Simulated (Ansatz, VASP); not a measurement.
## One calculation of KZnF3, two programs

```
K Zn F
1.0
     4.05000    0.00000    0.00000
     0.00000    4.05000    0.00000
     0.00000    0.00000    4.05000
K Zn F
1 1 3
Cartesian
  0.0000 0.0000 0.0000
  2.0250 2.0250 2.0250
  2.0250 2.0250 0.0000
  0.0000 2.0250 2.0250
  2.0250 0.0000 2.0250
```

Alike in both runs: task relaxation of cell and atoms; functional r2SCAN; k mesh 6 × 6 × 6; occupations fermi-dirac, width 0.02 eV; no spin polarisation.

```csv
,VASP,Ansatz
version,VASP 6.6.1,Ansatz 0.2.0
potentials or method,"VASP PAW PBE potentials, release 64 (K_sv, Zn, F), cutoff 600 eV",PAW plane waves
valence electrons in the cell,42,42
```

VASP gave:

* gap on the k mesh at the Fermi level, each at its own relaxed structure (eV): 4.59
* relaxed volume (Å³/atom): 13.27
* relaxed length of the cell vector where the two differ most in proportion (Å): 4.048

Question: Estimate Ansatz's values.

Answer: gap on the k mesh at the Fermi level, each at its own relaxed structure (eV): 4.63; relaxed volume (Å³/atom): 13.26; relaxed length of the cell vector where the two differ most in proportion (Å): 4.048.

VASP's potentials were made for PBE, not for r2SCAN.
